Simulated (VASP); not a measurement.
# P (Fm-3m) in VASP: further runs, part 2 of 2

VASP 6.6.1. The steps go on from the part before.

## (3) Single point, PBE

The input, INCAR:

```
SYSTEM = P
PREC     = Accurate       ! precision mode
ENCUT    = 520            ! plane-wave cutoff, eV
EDIFF    = 1E-6           ! SCF threshold, eV
ISMEAR   = -1             ! smearing method
SIGMA    = 0.08           ! smearing width, eV
LREAL    = .FALSE.        ! projectors in reciprocal space
LASPH    = .TRUE.         ! aspherical terms in the spheres
NELM     = 100            ! most SCF steps
ALGO     = Normal         ! electronic algorithm
ISIF     = 2              ! what is computed and relaxed
LWAVE    = .FALSE.        ! write WAVECAR
LCHARG   = .FALSE.        ! write CHGCAR
GGA      = PE             ! functional
NBANDS   = 8              ! bands
```

The input, KPOINTS:

```
Automatic mesh
0
G
  22 22 22
  0 0 0
```

The input, POSCAR:

```
P
1.0
    0.0000000000      1.4457235318      1.4457235318
    1.4457235318      0.0000000000      1.4457235318
    1.4457235318      1.4457235318      0.0000000000
P
1
Direct
    0.0000000000      0.0000000000      0.0000000000
```

Potentials or basis: VASP PAW PBE potentials, release 64 (P).

Run with:

```sh
$ cat potpaw_PBE.64/P/POTCAR > POTCAR
$ mpirun -np 1 vasp_std > vasp.out
```

It took 6.5 s on 1 thread of AMD EPYC 9R45 (Zen 5), shared host; peak memory 0.09 GiB.

The run converged. Its results:

```yaml
Free_energy: 1.1072 eV
Pressure: 441.2 GPa
```

Levels at points of the mesh, in eV from the Fermi level:
```
           k point  band 1  band 2  band 3  band 4  band 5  band 6
(0.00, 0.00, 0.00)  -29.24   13.46   13.46   13.46   19.28   19.28
(0.50, 0.00, 0.00)  -17.81  -16.03   11.43   11.43   13.80   13.80
(0.50, 0.50, 0.00)  -14.57  -11.12   -0.44    2.15    2.15   11.52
```

## (4) Single point, PBE

This run uses another cell than the first one, of 14.52 Å³/atom, 2.404 times its volume.

The input, INCAR:

```
PREC     = Accurate       # precision mode
ENCUT    = 520            # plane-wave cutoff, eV
EDIFF    = 1E-6           # SCF threshold, eV
ISMEAR   = -1             # smearing method
SIGMA    = 0.08           # smearing width, eV
LREAL    = False          # projectors in reciprocal space
LASPH    = True           # aspherical terms in the spheres
NELM     = 60             # most SCF steps
ALGO     = Normal         # electronic algorithm
ISIF     = 2              # what is computed and relaxed
LWAVE    = False          # write WAVECAR
LCHARG   = False          # write CHGCAR
GGA      = PE             # functional
NBANDS   = 8              # bands
```

The input, KPOINTS:

```
Automatic mesh
0
Gamma
  17 17 17
```

The input, POSCAR:

```
P
1.0
    0.0000000000      1.9363923624      1.9363923624
    1.9363923624      0.0000000000      1.9363923624
    1.9363923624      1.9363923624      0.0000000000
P
1
Direct
    0.0000000000      0.0000000000      0.0000000000
```

Run with:

```sh
$ cat potpaw_PBE.64/P/POTCAR > POTCAR
$ mpirun -np 1 vasp_std > vasp.out
```

Wall time 6.8 s (1 thread of AMD EPYC 9R45 (Zen 5), shared host); peak memory 0.09 GiB.

Results (log left out):

| Quantity | Value |
| --- | --- |
| Free energy | -4.5178 eV |
| Pressure | -0.2 GPa |

Levels at points of the mesh, in eV from the Fermi level:
```
           k point  band 1  band 2  band 3  band 4  band 5  band 6  band 7
(0.00, 0.00, 0.00)  -16.38    6.77    6.77    6.77   11.40   11.40   11.40
```

## (5) Relaxation of cell and atoms, PBE, target pressure 450 GPa, at which the enthalpy is minimised

The input, INCAR:

```
SYSTEM = P
ALGO = Normal
EDIFF = 1E-6
EDIFFG = -0.005
ENCUT = 600
GGA = PE
IBRION = 2
ISIF = 3
ISMEAR = -1
LASPH = .True.
LCHARG = .False.
LREAL = .False.
LWAVE = .False.
NELM = 80
NSW = 60
PREC = Accurate
PSTRESS = 4500.0
SIGMA = 0.08
```

The input, KPOINTS:

```
k-points
0
Gamma
  22 22 22
  0 0 0
```

The input, POSCAR:

```
P
1.0
    0.0000000000      1.4455212194      1.4455212194
    1.4455212194      0.0000000000      1.4455212194
    1.4455212194      1.4455212194      0.0000000000
P
1
Direct
    0.0000000000      0.0000000000      0.0000000000
```

Potentials or basis: VASP PAW PBE potentials, release 64 (P).

Run with:

```sh
$ cat potpaw_PBE.64/P/POTCAR > POTCAR
$ mpirun -np 1 vasp_std > vasp.out
```

OUTCAR:

```text
SYSTEM = P
   EDIFF = 1E-6
   EDIFFG = -0.005
   ENCUT = 600
   GGA = PE
   IBRION = 2
   ISIF = 3
   ISMEAR = -1
   LASPH = .True.
   LREAL = .False.
   NELM = 80
   NSW = 60
   PREC = Accurate
   PSTRESS = 4500.0

 ion  position               nearest neighbor table
   1  0.000  0.000  0.000-

  LATTYP: Found a face centered cubic cell.
 ALAT       =     2.8910424388

  Lattice vectors:

 A1 = (   0.0000000000,   1.4455212194,   1.4455212194)
 A2 = (   1.4455212194,   0.0000000000,   1.4455212194)
 A3 = (   1.4455212194,   1.4455212194,   0.0000000000)

Analysis of symmetry for initial positions (statically):
[... 287 lines left out ...]
  ---------------------------------------------------
  free energy    TOTEN  =         1.21015592 eV

  energy without entropy =        1.21451498  energy(sigma->0) =        1.21233545

 E-fermi :  27.8793     XC(G=0): -15.6807

 val. band max:       27.8350187415   @ k =   0.3636   0.3182   0.0455
 cond. band min:      27.9057956935   @ k =  -0.4091   0.4091   0.0909
 fundamental gap:      0.0707769521
 Fermi energy:        27.8792516090

 k-point     1 :       0.0000    0.0000    0.0000
  band No.  band energies     occupation
      1      -1.4728      2.00000
      2      41.3561      0.00000
      3      41.3561      0.00000
      4      41.3561      0.00000
      5      47.2868      0.00000
      6      47.2868      0.00000
[... 199 lines left out ...]
 k-point    24 :      -0.4545    0.0455    0.0000
  band No.  band energies     occupation
      1       9.3075      2.00000
      2      12.7257      2.00000
      3      37.3892      0.00000
      4      38.8988      0.00000
      5      42.3246      0.00000
      6      42.4242      0.00000

 [... further k-points ...]

------------------------ aborting loop because EDIFF is reached ----------------------------------------

  FORCE on cell =-STRESS in cart. coord.  units (eV):
  Direction    XX          YY          ZZ          XY          YZ          ZX
  --------------------------------------------------------------------------------------
  -------------------------------------------------------------------------------------
  Total       16.8678749     16.8678749     16.8678749     -0.0000000      0.0000000     -0.0000000
  in kB     4499.9005322   4499.9005322   4499.9005322     -0.0000000      0.0000000     -0.0000000
  external PRESSURE =      -0.0994678 kB  Pullay stress =    4500.0000000 kB
[... 20 lines left out ...]
  energy  without entropy=        1.2145149842  energy(sigma->0) =        1.21233545

  enthalpy is  TOTEN    =        18.0784036627 eV   P V=       16.8682477410

 reached required accuracy - stopping structural energy minimisation
```

OSZICAR:

```text
N       E                     dE             d eps       ncg     rms          rms(c)
DAV:   1     0.752904615066E+01    0.75290E+01   -0.30348E+03  4800   0.752E+02
DAV:   2     0.105159898744E+01   -0.64774E+01   -0.60192E+01  5640   0.776E+01
DAV:   3     0.102040504146E+01   -0.31194E-01   -0.31147E-01  4620   0.587E+00
[... 21 lines left out ...]
DAV:   5     0.120818175272E+01    0.54578E-05   -0.16318E-06  4170   0.120E-02    0.223E-03
DAV:   6     0.120818167920E+01   -0.73526E-07   -0.23891E-09  2148   0.639E-04
   3 F= 0.18078404E+02 E0= 0.18080582E+02  d E =-.912479E-03
       N       E                     dE             d eps       ncg     rms          rms(c)
DAV:   1     0.121015594012E+01    0.19742E-02   -0.19633E-06  3906   0.113E-02    0.512E-03
DAV:   2     0.121015592169E+01   -0.18430E-07   -0.10873E-08  2034   0.132E-03
   4 F= 0.18078404E+02 E0= 0.18080583E+02  d E =-.912925E-03
```

It took 12 s on 1 thread of AMD EPYC 9R45 (Zen 5), shared host; peak memory 0.09 GiB.

What came out:

- Free energy: 1.2102 eV
- Relaxed volume: 6.01 Å³/atom
- Relaxed cell: a = 2.040 Å, b = 2.040 Å, c = 2.040 Å, α = 60.00°, β = 60.00°, γ = 60.00°
- Space group after relaxing (to 0.05 Å): Fm-3m (No. 225)
- Energy change on relaxing (the enthalpy is what falls): +97.9 meV/atom
- Ionic steps: 4
- Pressure after relaxing: 450.0 GPa

Step by step:
```csv
step,energy change (eV),largest force (eV/Å),pressure (GPa),volume (Å³)
1,0.0000,0.0000,441.76,6.04
2,0.7920,0.0000,508.32,5.77
3,0.0959,0.0000,449.83,6.01
4,0.0979,0.0000,449.99,6.01
```

Final structure:
```cif
data_structure
_symmetry_space_group_name_H-M 'P 1'
_symmetry_Int_Tables_number 1
_cell_length_a 2.0403
_cell_length_b 2.0403
_cell_length_c 2.0403
_cell_angle_alpha 60.000
_cell_angle_beta 60.000
_cell_angle_gamma 60.000
_cell_volume 6.01
loop_
_atom_site_label
_atom_site_type_symbol
_atom_site_fract_x
_atom_site_fract_y
_atom_site_fract_z
_atom_site_occupancy
P1 P 0.00000 0.00000 0.00000 1
```

Caveat: the cell is relaxed towards a set pressure, so the enthalpy falls and the energy may rise.

## (6) Overview

| task | cell | k mesh | cutoff (eV) | gap on the mesh (eV) | pressure (GPa) |
| --- | --- | --- | --- | --- | --- |
| single point | a = 2.044 Å, angles 60.0°, 1 atom | 22 × 22 × 22 | 520 | none | 441.8 |
| single point | a = 2.045 Å, angles 60.0°, 1 atom | 22 × 22 × 22 | 520 | none | 441.2 |
| single point | a = 2.738 Å, angles 60.0°, 1 atom | 17 × 17 × 17 | 520 | none | -0.2 |
| relaxation of cell and atoms | relaxed to 450 GPa from a = 2.044 Å, angles 60.0°, 1 atom | 22 × 22 × 22 | 600 | none | 450.0 |

Alike in all rows: level PBE; potentials or basis VASP PAW PBE potentials, release 64 (P); no spin polarisation; smearing fermi-dirac 0.08 eV.

Caveats: the cell is relaxed towards a set pressure, so the enthalpy falls and the energy may rise (some runs).

Absolute energies hang on the potentials; compare differences alone.
